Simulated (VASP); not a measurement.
# Ti in VASP: a series of runs, part 2 of 2

VASP 6.6.1. Earlier steps stand in the parts before.

### 3 Single point, LDA (equal xy, yz and zx shear strains of -1 %)

Input file INCAR:

```
PREC = Accurate ; ENCUT = 520
EDIFF = 1E-6 ; ISMEAR = -1
SIGMA = 0.05 ; LREAL = False
LASPH = True ; NELM = 80
ALGO = Normal ; ISIF = 2
LWAVE = False ; LCHARG = True
GGA = CA ; LELF = True
LVHAR = True ; NBANDS = 12
```

Input file KPOINTS:

```
regular mesh
0
Gamma
  14 14 14
```

Input file POSCAR:

```
Ti
1.0
   -0.0203000000      2.0198500000      2.0198500000
    2.0198500000     -0.0203000000      2.0198500000
    2.0198500000      2.0198500000     -0.0203000000
Ti
1
Direct
    0.0000000000      0.0000000000      0.0000000000
```

Potentials or basis: VASP PAW LDA potentials, release 64 (Ti_sv).

On the command line:

```console
cat potpaw_LDA.64/Ti_sv/POTCAR > POTCAR
mpirun -np 1 vasp_std > vasp.out
```

OUTCAR:

```text
PREC = Accurate
   ENCUT = 520
   EDIFF = 1E-6
   ISMEAR = -1
   LREAL = False
   LASPH = True
   NELM = 80
   ISIF = 2
   GGA = CA

 ion  position               nearest neighbor table
   1  0.000  0.000  0.000-

  LATTYP: Found a trigonal (rhomboedric) cell.
 ALAT       =     2.8565713950
 COS(alpha) =     0.4899250057

  Lattice vectors:

 A1 = (  -0.0203000000,   2.0198500000,   2.0198500000)
 A2 = (   2.0198500000,  -0.0203000000,   2.0198500000)
[... 529 lines left out ...]
      2     -24.1483      2.00000
      3     -23.8540      2.00000
      4     -23.8466      2.00000
      5       4.4575      2.00000
      6       8.0692      1.99623
      7       9.3630      0.00000
      8       9.9686      0.00000
      9      10.7017      0.00000
     10      11.4856      0.00000
     11      22.3143      0.00000
     12      24.9318      0.00000

 [... further k-points ...]
[... 5 lines left out ...]
  --------------------------------------------------------------------------------------
  -------------------------------------------------------------------------------------
  Total       -0.5222390     -0.5222390     -0.5222390      0.0544475      0.0544475      0.0544475
  in kB      -50.0143259    -50.0143259    -50.0143259      5.2143827      5.2143827      5.2143827
  external PRESSURE =     -50.0143259 kB  Pullay stress =       0.0000000 kB

 VOLUME and BASIS-vectors are now :
 -----------------------------------------------------------------------------
  energy-cutoff  :      520.00
  volume of cell :       16.73
      direct lattice vectors                 reciprocal lattice vectors
    -0.020300000  2.019850000  2.019850000    -0.243842241  0.246317796  0.246317796
     2.019850000 -0.020300000  2.019850000     0.246317796 -0.243842241  0.246317796
     2.019850000  2.019850000 -0.020300000     0.246317796  0.246317796 -0.243842241

 POSITION                                       TOTAL-FORCE (eV/Angst)
 -----------------------------------------------------------------------------------
      0.00000      0.00000      0.00000         0.000000     -0.000000     -0.000000
 -----------------------------------------------------------------------------------
    total drift:                               -0.000000      0.000000      0.000000

  FREE ENERGIE OF THE ION-ELECTRON SYSTEM (eV)
  ---------------------------------------------------
  free  energy   TOTEN  =        -8.4926624940 eV

  energy  without entropy=       -8.4777724067  energy(sigma->0) =       -8.48521745
```

stdout:

```text
POSCAR found type information on POSCAR Ti
 POSCAR found :  1 types and       1 ions
 scaLAPACK will be used
 LDA part: xc-table for (Slater(with rela. corr.)+CA(PZ))
 , standard interpolation
 POSCAR, INCAR and KPOINTS ok, starting setup
 FFT: planning ... GRIDC
 FFT: planning ... GRID_SOFT
 FFT: planning ... GRID
 WAVECAR not read
 entering main loop
```

It took 64 s on 1 thread of Intel Xeon Platinum 8375C at 2.90GHz (Ice Lake), shared host; peak memory 0.17 GiB.

What came out:

- Free energy: -8.4927 eV
- Pressure: -5.0 GPa
- Band gap on the k mesh: zero (bands 6 and 7 overlap by 1.32 eV)

Levels at points of the mesh, in eV from the Fermi level:
```csv
k point,band 2,band 3,band 4,band 5,band 6,band 7,band 8,band 9,band 10,band 11
"(0.00, 0.00, 0.00)",-32.14,-32.14,-32.12,-6.10,0.81,0.81,0.98,2.56,2.56,15.55
"(0.50, 0.00, 0.00)",-32.91,-32.23,-32.23,-2.67,0.66,0.79,0.83,3.67,3.75,8.53
"(0.50, 0.50, 0.00)",-32.86,-32.42,-32.40,-2.71,-1.83,3.10,3.69,4.03,4.03,11.02
"(0.50, 0.50, 0.50)",-32.93,-32.25,-32.25,-2.65,0.70,0.70,0.98,3.75,3.75,8.73
```

Caveat: the cell differs from its parent crystal (equal xy, yz and zx shear strains of -1 %); the cell stands under tension.

### 4 Single point, LDA (equal xy, yz and zx shear strains of +1 %)

Input file INCAR:

```
ALGO     = Normal         # electronic algorithm
EDIFF    = 1E-7           # SCF threshold, eV
ENCUT    = 520            # plane-wave cutoff, eV
ISIF     = 2              # what is computed and relaxed
ISMEAR   = -1             # smearing method
LASPH    = True           # aspherical terms in the spheres
LCHARG   = True           # write CHGCAR
LELF     = True           # ELF
LREAL    = False          # projectors in reciprocal space
LVHAR    = True         
LWAVE    = False          # write WAVECAR
NBANDS   = 12             # bands
NELM     = 80             # most SCF steps
PREC     = Accurate       # precision mode
SIGMA    = 0.05           # smearing width, eV
```

Input file KPOINTS:

```
k-points
0
Gamma
  14 14 14
```

Input file POSCAR:

```
Ti
1.0
    0.0203000000      2.0401500000      2.0401500000
    2.0401500000      0.0203000000      2.0401500000
    2.0401500000      2.0401500000      0.0203000000
Ti
1
Direct
    0.0000000000      0.0000000000      0.0000000000
```

On the command line:

```console
cat potpaw_LDA.64/Ti_sv/POTCAR > POTCAR
mpirun -np 1 vasp_std > vasp.out
```

Run time: 56 s. Hardware: 1 thread of Intel Xeon Platinum 8375C at 2.90GHz (Ice Lake), shared host; peak memory 0.17 GiB.

Results (log left out):

* Free energy: -8.4927 eV
* Pressure: -5.0 GPa
* Band gap on the k mesh: zero (bands 6 and 7 overlap by 1.22 eV)

Stress tensor (GPa, compression positive):
```
-5.00 -0.50 -0.50
-0.50 -5.00 -0.50
-0.50 -0.50 -5.00
```

Levels at points of the mesh, in eV from the Fermi level:
```
           k point  band 3  band 4  band 5  band 6  band 7  band 8  band 9  band 10
(0.00, 0.00, 0.00)  -32.13  -32.13   -6.10    0.76    0.92    0.92    2.56     2.56
(0.50, 0.00, 0.00)  -32.24  -32.24   -2.66    0.64    0.81    0.89    3.68     3.77
(0.50, 0.50, 0.00)  -32.42  -32.40   -2.71   -1.83    3.10    3.69    4.03     4.03
(0.50, 0.50, 0.50)  -32.22  -32.22   -2.68    0.70    0.76    0.76    3.70     3.70
```

Caveat: the cell differs from its parent crystal (equal xy, yz and zx shear strains of +1 %); the cell stands under tension.

### 5 Single point, LDA (equal xy, yz and zx shear strains of +2 %)

Input file INCAR:

```
PREC = Accurate
ENCUT = 520
EDIFF = 1E-7
ISMEAR = -1
SIGMA = 0.05
LREAL = F
LASPH = T
NELM = 100
ALGO = Normal
ISIF = 2
LWAVE = F
LCHARG = T
GGA = CA
LELF = T
LVHAR = T
NBANDS = 12
```

Input file KPOINTS:

```
Automatic mesh
0
Gamma
  14 14 14
```

Input file POSCAR:

```
Ti
1.0
    0.0406000000      2.0503000000      2.0503000000
    2.0503000000      0.0406000000      2.0503000000
    2.0503000000      2.0503000000      0.0406000000
Ti
1
Direct
    0.0000000000      0.0000000000      0.0000000000
```

Potentials or basis: VASP PAW LDA potentials, release 64 (Ti_sv).

On the command line:

```console
cat potpaw_LDA.64/Ti_sv/POTCAR > POTCAR
mpirun -np 1 vasp_std > vasp.out
```

OUTCAR:

```text
PREC = Accurate
   ENCUT = 520
   EDIFF = 1E-7
   ISMEAR = -1
   LREAL = F
   LASPH = T
   NELM = 100
   ISIF = 2
   GGA = CA

 ion  position               nearest neighbor table
   1  0.000  0.000  0.000-

  LATTYP: Found a trigonal (rhomboedric) cell.
 ALAT       =     2.8998462959
 COS(alpha) =     0.5197000882

  Lattice vectors:

 A1 = (   0.0406000000,   2.0503000000,   2.0503000000)
 A2 = (   2.0503000000,   0.0406000000,   2.0503000000)
 A3 = (   2.0503000000,   2.0503000000,   0.0406000000)

Analysis of symmetry for initial positions (statically):
=====================================================================
 Subroutine PRICEL returns:
 Original cell was already a primitive cell.

 Routine SETGRP: Setting up the symmetry group for a
 trigonal (rhombohedral) supercell.

 Subroutine GETGRP returns: Found 12 space group operations
 (whereof 12 operations were pure point group operations)
 out of a pool of 12 trial point group operations.

The static configuration has the point symmetry D_3d.

Analysis of symmetry for dynamics (positions and initial velocities):
=====================================================================
 Subroutine PRICEL returns:
[... 159 lines left out ...]
 fundamental gap:      0.0094597367
 Fermi energy:         8.3865731329

 k-point     1 :       0.0000    0.0000    0.0000
  band No.  band energies     occupation
      1     -47.5695      2.00000
      2     -23.7796      2.00000
      3     -23.7346      2.00000
      4     -23.7346      2.00000
      5       2.2872      2.00000
      6       9.0430      0.00000
      7       9.3536      0.00000
      8       9.3536      0.00000
      9      10.9571      0.00000
     10      10.9571      0.00000
     11      23.9190      0.00000
     12      27.9695      0.00000
[... 331 lines left out ...]
 k-point    24 :       0.2857    0.1429   -0.0000
  band No.  band energies     occupation
      1     -47.4791      2.00000
      2     -24.1374      2.00000
      3     -23.8715      2.00000
      4     -23.8366      2.00000
      5       4.4737      2.00000
      6       8.0939      1.99428
      7       9.4089      0.00000
      8       9.8743      0.00000
      9      10.7525      0.00000
     10      11.4624      0.00000
     11      22.6058      0.00000
     12      24.7591      0.00000

 [... further k-points ...]
[... 5 lines left out ...]
  --------------------------------------------------------------------------------------
  -------------------------------------------------------------------------------------
  Total       -0.5184483     -0.5184483     -0.5184483     -0.1010572     -0.1010572     -0.1010572
  in kB      -49.6623621    -49.6623621    -49.6623621     -9.6803061     -9.6803061     -9.6803061
  external PRESSURE =     -49.6623621 kB  Pullay stress =       0.0000000 kB

 VOLUME and BASIS-vectors are now :
 -----------------------------------------------------------------------------
  energy-cutoff  :      520.00
  volume of cell :       16.73
      direct lattice vectors                 reciprocal lattice vectors
     0.040600000  2.050300000  2.050300000    -0.251232503  0.246354202  0.246354202
     2.050300000  0.040600000  2.050300000     0.246354202 -0.251232503  0.246354202
     2.050300000  2.050300000  0.040600000     0.246354202  0.246354202 -0.251232503

 POSITION                                       TOTAL-FORCE (eV/Angst)
 -----------------------------------------------------------------------------------
      0.00000      0.00000      0.00000         0.000000     -0.000000      0.000000
 -----------------------------------------------------------------------------------
    total drift:                               -0.000000      0.000000      0.000000

  FREE ENERGIE OF THE ION-ELECTRON SYSTEM (eV)
  ---------------------------------------------------
  free  energy   TOTEN  =        -8.4905384869 eV

  energy  without entropy=       -8.4758167588  energy(sigma->0) =       -8.48317762
```

Wall time 55 s (1 thread of Intel Xeon Platinum 8375C at 2.90GHz (Ice Lake), shared host); peak memory 0.17 GiB.

What came out:

| Quantity | Value |
| --- | --- |
| Free energy | -8.4905 eV |
| Pressure | -5.0 GPa |
| Band gap on the k mesh | zero (bands 6 and 7 overlap by 1.16 eV) |

Levels at points of the mesh, in eV from the Fermi level:
| k point | band 2 | band 3 | band 4 | band 5 | band 6 | band 7 | band 8 | band 9 | band 10 | band 11 |
| --- | --- | --- | --- | --- | --- | --- | --- | --- | --- | --- |
| (0.00, 0.00, 0.00) | -32.17 | -32.12 | -32.12 | -6.10 | 0.66 | 0.97 | 0.97 | 2.57 | 2.57 | 15.53 |
| (0.50, 0.00, 0.00) | -32.93 | -32.25 | -32.24 | -2.66 | 0.54 | 0.88 | 0.93 | 3.64 | 3.83 | 8.69 |
| (0.50, 0.50, 0.00) | -32.87 | -32.43 | -32.39 | -2.71 | -1.83 | 3.10 | 3.67 | 4.02 | 4.05 | 11.03 |
| (0.50, 0.50, 0.50) | -32.90 | -32.21 | -32.21 | -2.70 | 0.57 | 0.79 | 0.79 | 3.67 | 3.67 | 8.28 |

Caveat: the cell differs from its parent crystal (equal xy, yz and zx shear strains of +2 %); the cell stands under tension.

### 6 Overview

| cell | gap on the mesh (eV) | pressure (GPa) |
| --- | --- | --- |
| a = 2.900, b = 2.900, c = 2.928 Å, angles 59.7, 59.7, 60.7°, 1 atom | none | -8.8 |
| a = 2.857 Å, angles 60.7°, 1 atom | none | -5.0 |
| a = 2.885 Å, angles 59.3°, 1 atom | none | -5.0 |
| a = 2.900 Å, angles 58.7°, 1 atom | none | -5.0 |

Alike in all rows: task single point; level LDA; potentials or basis VASP PAW LDA potentials, release 64 (Ti_sv); no spin polarisation; k mesh 14 × 14 × 14; cutoff (eV) 520; smearing fermi-dirac 0.05 eV.

Caveats: the cell stands under tension.

Total energies depend on the potentials used, so only differences within one code and one set of settings carry meaning.
